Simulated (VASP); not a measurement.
# O in VASP: further runs

O is run at these levels: PBE; tasks: single point.

All numbers are computed with VASP 6.6.1; they aren't measurements. Logs are shortened: lines on timing, memory, paths and dates and some standing lists are left out, and cuts for length are marked.

### Step 1. The cell of the first run

The cell holds an amorphous packing of atoms, 12 atoms: a = 6.088 Å, b = 6.088 Å, c = 6.088 Å, α = 90.00°, β = 90.00°, γ = 90.00°.

### Step 2. Single point, PBE, collinear spin, ferromagnetic start

Input file INCAR:

```
SYSTEM = O
  PREC = Accurate
  ENCUT = 520
  EDIFF = 1E-6
  ISMEAR = -1
  SIGMA = 0.05
  LREAL = .False.
  LASPH = .True.
  NELM = 150
  ALGO = Normal
  ISIF = 2
  LWAVE = .False.
  LCHARG = .False.
  ISPIN = 2
  MAGMOM = 1 1 1 1 1 1 1 1 1 1 1 1
  LORBIT = 11
  GGA = PE
  NBANDS = 52
```

Input file KPOINTS:

```
regular mesh
0
Gamma
  1 1 1
  0 0 0
```

Input file POSCAR:

```
O
1.0
    6.0876040000      0.0000000000      0.0000000000
    0.0000000000      6.0876040000      0.0000000000
    0.0000000000      0.0000000000      6.0876040000
O
12
Direct
    0.2086991936      0.3783333757      0.5934345767
    0.1964162311      0.2787516243      0.4201471515
    0.6006165762      0.6770383790      0.6265404263
    0.4653325646      0.7981183073      0.5426943111
    0.8709780318      0.8772771231      0.2588084593
    1.0058931800      0.8040416944      0.3870275411
    0.3079673781      0.6580059254      0.0365393593
    0.3597351878      0.8514489347      0.0316024625
    0.9282816650      0.0472566710      0.8173823023
    0.7794159466      0.1421437924      0.7231598188
    0.7806905496      0.4240030807      0.1106640126
    0.6543136958      0.3230838918      0.2289344785
```

Potentials or basis: VASP PAW PBE potentials, release 64 (O).

The run is started by

```
$ cat potpaw_PBE.64/O/POTCAR > POTCAR
$ mpirun -np 1 vasp_gam > vasp.out
```

OUTCAR:

```text
SYSTEM = O
   PREC = Accurate
   ENCUT = 520
   EDIFF = 1E-6
   ISMEAR = -1
   LREAL = .False.
   LASPH = .True.
   NELM = 150
   ISIF = 2
   ISPIN = 2
   LORBIT = 11
   GGA = PE

 ion  position               nearest neighbor table
   1  0.209  0.378  0.593-   2 1.22
   2  0.196  0.279  0.420-   1 1.22
   3  0.601  0.677  0.627-   4 1.22
   4  0.465  0.798  0.543-   3 1.22
   5  0.871  0.877  0.259-   6 1.22
   6  0.006  0.804  0.387-   5 1.22
   7  0.308  0.658  0.037-   8 1.22
   8  0.360  0.851  0.032-   7 1.22
   9  0.928  0.047  0.817-  10 1.22
  10  0.779  0.142  0.723-   9 1.22
  11  0.781  0.424  0.111-  12 1.22
  12  0.654  0.323  0.229-  11 1.22

  LATTYP: Found a simple cubic cell.
 ALAT       =     6.0876040000

  Lattice vectors:

 A1 = (   6.0876040000,   0.0000000000,   0.0000000000)
 A2 = (   0.0000000000,   6.0876040000,   0.0000000000)
 A3 = (   0.0000000000,   0.0000000000,   6.0876040000)

Analysis of symmetry for initial positions (statically):
=====================================================================
 Subroutine PRICEL returns:
 Original cell was already a primitive cell.

 Routine SETGRP: Setting up the symmetry group for a
 simple cubic supercell.

 Subroutine GETGRP returns: Found  1 space group operations
 (whereof  1 operations were pure point group operations)
 out of a pool of 48 trial point group operations.

The static configuration has the point symmetry C_1 .

Analysis of symmetry for dynamics (positions and initial velocities):
=====================================================================
 Subroutine PRICEL returns:
 Original cell was already a primitive cell.

 Routine SETGRP: Setting up the symmetry group for a
 simple cubic supercell.

 Subroutine GETGRP returns: Found  1 space group operations
 (whereof  1 operations were pure point group operations)
 out of a pool of 48 trial point group operations.

The dynamic configuration has the point symmetry C_1 .

Analysis of structural, dynamic, and magnetic symmetry:
=====================================================================
 Subroutine PRICEL returns:
 Original cell was already a primitive cell.

 Routine SETGRP: Setting up the symmetry group for a
 simple cubic supercell.

 Subroutine GETGRP returns: Found  1 space group operations
 (whereof  1 operations were pure point group operations)
 out of a pool of 48 trial point group operations.

The overall configuration has the point symmetry C_1 .

 Subroutine INISYM returns: Found  1 space group operations
 (whereof  1 operations are pure point group operations),
 and found     1 'primitive' translations

----------------------------------------------------------------------------------------

                                     Primitive cell

  volume of cell :     225.6000

  direct lattice vectors                    reciprocal lattice vectors
     6.087604000  0.000000000  0.000000000     0.164268241  0.000000000  0.000000000
     0.000000000  6.087604000  0.000000000     0.000000000  0.164268241  0.000000000
     0.000000000  0.000000000  6.087604000     0.000000000  0.000000000  0.164268241

  length of vectors
     6.087604000  6.087604000  6.087604000     0.164268241  0.164268241  0.164268241

  position of ions in fractional coordinates (direct lattice)
     0.208699194  0.378333376  0.593434577
     0.196416231  0.278751624  0.420147151
     0.600616576  0.677038379  0.626540426
     0.465332565  0.798118307  0.542694311
     0.870978032  0.877277123  0.258808459
     0.005893180  0.804041694  0.387027541
     0.307967378  0.658005925  0.036539359
     0.359735188  0.851448935  0.031602462
     0.928281665  0.047256671  0.817382302
     0.779415947  0.142143792  0.723159819
     0.780690550  0.424003081  0.110664013
     0.654313696  0.323083892  0.228934479

  ion indices of the primitive-cell ions
   primitive index   ion index
                 1           1
                 2           2
                 3           3
                 4           4
                 5           5
[... 49 lines left out ...]
   ISPIN  =      2    spin polarized calculation?
   LNONCOLLINEAR =      F non collinear calculations
   LSORBIT =      F    spin-orbit coupling
   LASPH  =      T    aspherical Exc in radial PAW
   ENCUT  =  520.0 eV  38.22 Ry    6.18 a.u.  11.32 11.32 11.32*2*pi/ulx,y,z
   NELM   =    150;   NELMIN=  2; NELMDL= -5     # of ELM steps
   EDIFF  = 0.1E-05   stopping-criterion for ELM
   LREAL  =      F    real-space projection
   EDIFFG = 0.1E-04   stopping-criterion for IOM
   NSW    =      0    number of steps for IOM
   IBRION =     -1    ionic relax: 0-MD 1-quasi-New 2-CG
   NFREE  =      0    steps in history (QN), initial steepest desc. (CG)
   ISIF   =      2    stress and relaxation
   ISYM   =      2    0-nonsym 1-usesym 2-fastsym
   POTIM  = 0.5000    time-step for ionic-motion
   TEBEG  =    0.0;   TEEND  =   0.0 temperature during run
   PSTRESS=    0.0 pullay stress
   NELECT =      72.0000    total number of electrons
   NUPDOWN=      -1.0000    fix difference up-down
   EMIN   =  10.00;   EMAX   =-10.00  energy-range for DOS
   EFERMI =   0.00;   METHOD = LEGACY
   ISMEAR =    -1;   SIGMA  =   0.05  broadening in eV -4-tet -1-fermi 0-gaus
   EFERMI_NEDOS =   21; number of points for ismear=-14 and -15
   IALGO  =     38    algorithm
   IMIX   =      4    mixing-type and parameters
     AMIX     =   0.40;   BMIX     =  1.00
     AMIX_MAG =   1.60;   BMIX_MAG =  1.00
  volume/ion in A,a.u.               =      18.80       126.87
  Fermi-wavevector in a.u.,A,eV,Ry     =   1.118766  2.114161 17.029561  1.251637
  Thomas-Fermi vector in A             =   2.255400
   LORBIT       =     11    0 simple, 1 ext, 2 COOP (PROOUT), +10 PAW based schemes
   GGA     = PE    functional components
   LHFCALC =     F    Hartree Fock is set to
   AEXX    =    0.0000 exact exchange contribution
   IVDW    =     0    specifies the selected vdW correction
   LEPSILON=     F    determine dielectric tensor
   LRPA    =     F    only Hartree local field effects (RPA)
 spin polarized calculation
  energy-cutoff  :      520.00
  volume of cell :      225.60
 maximum number of plane-waves:      3022
 NGX is ok and might be reduce to    48
   NGX = 23   NGY = 23   NGZ = 23

 number of electron      71.9999999 magnetization      11.9999998

 Free energy of the ion-electron system (eV)
  ---------------------------------------------------
  ext. energy  EPLUGINS =         0.00000000
  ---------------------------------------------------
  free energy    TOTEN  =       -59.10020613 eV

  energy without entropy =      -59.10020601  energy(sigma->0) =      -59.10020607

 E-fermi :  -1.9573     XC(G=0):  -6.9814

 val. band max:       -2.8056655174   @ k =   0.0000   0.0000   0.0000
 cond. band min:      -1.1044877691   @ k =   0.0000   0.0000   0.0000
 fundamental gap:      1.7011777483
 Fermi energy:        -1.9573304766

 spin component 1

 k-point     1 :       0.0000    0.0000    0.0000
  band No.  band energies     occupation
      1     -29.1282      1.00000
      2     -29.0323      1.00000
      3     -29.0103      1.00000
      4     -28.9789      1.00000
      5     -28.9709      1.00000
      6     -28.9602      1.00000
[... 40 lines left out ...]
     47       6.4399      0.00000
     48       6.9041      0.00000
 Fermi energy:        -1.9573304766

 spin component 2

 k-point     1 :       0.0000    0.0000    0.0000
  band No.  band energies     occupation
      1     -27.9284      1.00000
      2     -27.8291      1.00000
      3     -27.8060      1.00000
      4     -27.7727      1.00000
      5     -27.7646      1.00000
      6     -27.7520      1.00000
[... 40 lines left out ...]
     47       7.1622      0.00000
     48       7.3862      0.00000
 [bands above 48 left out]

------------------------ aborting loop because EDIFF is reached ----------------------------------------

  FORCE on cell =-STRESS in cart. coord.  units (eV):
  Direction    XX          YY          ZZ          XY          YZ          ZX
  --------------------------------------------------------------------------------------
  -------------------------------------------------------------------------------------
  Total        3.8629481      3.7831082      4.0224191     -0.3007094     -0.6043355      0.5666886
  in kB       27.4340718     26.8670610     28.5666108     -2.1355927     -4.2918989      4.0245366
  external PRESSURE =      27.6225812 kB  Pullay stress =       0.0000000 kB

 VOLUME and BASIS-vectors are now :
 -----------------------------------------------------------------------------
  energy-cutoff  :      520.00
  volume of cell :      225.60
      direct lattice vectors                 reciprocal lattice vectors
     6.087604000  0.000000000  0.000000000     0.164268241  0.000000000  0.000000000
     0.000000000  6.087604000  0.000000000     0.000000000  0.164268241  0.000000000
     0.000000000  0.000000000  6.087604000     0.000000000  0.000000000  0.164268241

 POSITION                                       TOTAL-FORCE (eV/Angst)
 -----------------------------------------------------------------------------------
      1.27048      2.30314      3.61259         0.075361      0.509446      0.894029
      1.19570      1.69693      2.55769        -0.057085     -0.526870     -0.903980
      3.65632      4.12154      3.81413         0.750826     -0.691958      0.473606
      2.83276      4.85863      3.30371        -0.754205      0.649937     -0.476142
      5.30217      5.34052      1.57552        -0.711709      0.409058     -0.699416
      0.03588      4.89469      2.35607         0.738449     -0.399239      0.704586
      1.87478      4.00568      0.22244        -0.278139     -0.979912      0.014781
      2.18993      5.18328      0.19238         0.267973      1.000212     -0.026511
      5.65101      0.28768      4.97590         0.784556     -0.501465      0.515666
      4.74478      0.86532      4.40231        -0.802132      0.510227     -0.511262
      4.75253      2.58116      0.67368         0.612810      0.514532     -0.555574
      3.98320      1.96681      1.39366        -0.626704     -0.493969      0.570216
 -----------------------------------------------------------------------------------
    total drift:                                0.002485      0.000676     -0.000760

  FREE ENERGIE OF THE ION-ELECTRON SYSTEM (eV)
  ---------------------------------------------------
  free  energy   TOTEN  =       -59.1002061336 eV

  energy  without entropy=      -59.1002060127  energy(sigma->0) =      -59.10020607

 total charge

# of ion       s       p       d       tot
------------------------------------------
    1        1.612   3.299   0.000   4.911
    2        1.612   3.299   0.000   4.911
    3        1.613   3.303   0.000   4.916
    4        1.613   3.301   0.000   4.914
    5        1.613   3.303   0.000   4.915
    6        1.613   3.302   0.000   4.916
    7        1.612   3.298   0.000   4.911
    8        1.612   3.298   0.000   4.910
    9        1.613   3.299   0.000   4.912
   10        1.612   3.301   0.000   4.913
   11        1.612   3.299   0.000   4.911
   12        1.613   3.297   0.000   4.909
--------------------------------------------------
tot         19.351  39.599   0.000  58.950

 magnetization (x)

# of ion       s       p       d       tot
------------------------------------------
    1        0.010   0.800   0.000   0.810
    2        0.010   0.799   0.000   0.809
    3        0.010   0.795   0.000   0.805
    4        0.011   0.800   0.000   0.811
    5        0.011   0.799   0.000   0.810
    6        0.011   0.799   0.000   0.810
    7        0.010   0.798   0.000   0.808
    8        0.010   0.801   0.000   0.811
    9        0.011   0.801   0.000   0.812
   10        0.011   0.795   0.000   0.806
   11        0.010   0.800   0.000   0.810
   12        0.011   0.800   0.000   0.811
--------------------------------------------------
tot          0.128   9.588   0.000   9.716
```

Run time: 28 s. Hardware: 1 thread of Intel Xeon Platinum 8488C (Sapphire Rapids), shared host; peak memory 0.36 GiB.

Results:

```
Free energy                                           : -59.1002 eV
Pressure                                              : 2.8 GPa
Largest force                                         : 1.126 eV/Å
Band gap on the k mesh                                : 1.70 eV
Net moment                                            : 12.00 μB per cell
Site moments                                          : O +0.81 μB
Valence electrons inside the program's atomic spheres : O 4.91, 4.92
```

Forces on the atoms (eV/Å):
```
O    0.075  0.509  0.894
O   -0.057 -0.527 -0.904
O    0.751 -0.692  0.474
O   -0.754  0.650 -0.476
O   -0.712  0.409 -0.699
O    0.738 -0.399  0.705
O   -0.278 -0.980  0.015
O    0.268  1.000 -0.027
O    0.785 -0.501  0.516
O   -0.802  0.510 -0.511
O    0.613  0.515 -0.556
O   -0.627 -0.494  0.570
```

Levels at points of the mesh, in eV from the valence-band top:
Spin up:
```csv
k point,band 39,band 40,band 41,band 42,band 43,band 44,band 45,band 46
"(0.00, 0.00, 0.00)",-0.14,-0.10,-0.06,0.00,6.89,8.04,8.59,8.75
```
Spin down:
```
           k point  band 28  band 29  band 30  band 31  band 32  band 33
(0.00, 0.00, 0.00)    -4.52    -4.41    -4.28     1.70     1.72     1.87
```

Caveat: the k points lie up to 1.03 Å⁻¹ apart; the standard files for N, O and F lose accuracy on very short bonds.

[end of part 1 of 2]
